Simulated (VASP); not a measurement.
Input of a VASP 6.6.1 run:

File INCAR:

```
SYSTEM = Be
PREC = Accurate
ENCUT = 520
EDIFF = 1E-6
ISMEAR = 0
SIGMA = 0.15
LREAL = .FALSE.
LASPH = .TRUE.
NELM = 100
ALGO = Fast
ISIF = 2
LWAVE = .FALSE.
LCHARG = .FALSE.
GGA = PE
IVDW = 12
NBANDS = 9
```

KPOINTS

```
regular mesh
0
G
  24 24 12
  0 0 0
```

The input POSCAR:

```
Be
1.0
    2.2141966284      0.0000000000      0.0000000000
   -1.1070983142      1.9175505292      0.0000000000
    0.0000000000      0.0000000000      3.5001053904
Be
2
Direct
    0.2672956707      0.6183237424      0.2500000000
    0.7327043293      0.3816762576      0.7500000000
```

Potentials or basis: VASP PAW PBE potentials, release 64 (Be).

Launch:

```sh
$ cat potpaw_PBE.64/Be/POTCAR > POTCAR
$ mpirun -np 1 vasp_std > vasp.out
```

Predict the band gap on the k mesh.

zero (bands 2 and 3 overlap by 2.10 eV).

Estimate the pressure.

1.8 GPa.

What does it give for the dispersion energy per atom?

-0.379 eV.

Estimate the largest force.

1.190 eV/Å.

Forces on the atoms (eV/Å):
```
Be   0.979  0.676  0.000
Be  -0.979 -0.676  0.000
```

Caveat: the cell differs from its parent crystal (atoms displaced along several vibrational modes); the stress differs along the axes, from -6 to 6 GPa; forces of over 1 eV/Å act on the atoms, so gaps and moduli don't describe the material at rest.
